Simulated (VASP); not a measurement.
A run of VASP 6.6.1:

The input INCAR:

```
PREC     = Accurate       # precision mode
ENCUT    = 560            # plane-wave cutoff, eV
EDIFF    = 1E-6           # SCF threshold, eV
ISMEAR   = -1             # smearing method
SIGMA    = 0.05           # smearing width, eV
LREAL    = F              # projectors in reciprocal space
LASPH    = T              # aspherical terms in the spheres
NELM     = 120            # most SCF steps
ALGO     = Normal         # electronic algorithm
ISIF     = 2              # what is computed and relaxed
LWAVE    = F              # write WAVECAR
LCHARG   = F              # write CHGCAR
NBANDS   = 22             # bands
GGA_COMPAT= F
```

Contents of KPOINTS:

```
Automatic mesh
0
Gamma
  11 11 6
```

Contents of POSCAR:

```
Re
1.0
    2.7044413289      0.0000000000      0.0000000000
   -1.3522206645      2.3421148939      0.0000000000
    0.0000000000      0.0000000000      4.3671907899
Re
2
Direct
    0.6666666667      0.3333333333      0.7500000000
    0.3333333333      0.6666666667      0.2500000000
```

Potentials or basis: VASP PAW LDA potentials, release 64 (Re_sv_GW).

Launch:

```sh
$ cat potpaw_LDA.64/Re_sv_GW/POTCAR > POTCAR
$ mpirun -np 1 vasp_std > vasp.out
```

Hardware: 1 thread of AMD EPYC 7R43 64-Core Processor (Zen 3), on a shared host.

Question: Estimate the wall time of this run.

Answer: It took 35 s on 1 thread of AMD EPYC 7R43 64-Core Processor (Zen 3) (shared host), peak memory 0.14 GiB. Counts: scf iterations 11, k points 64.
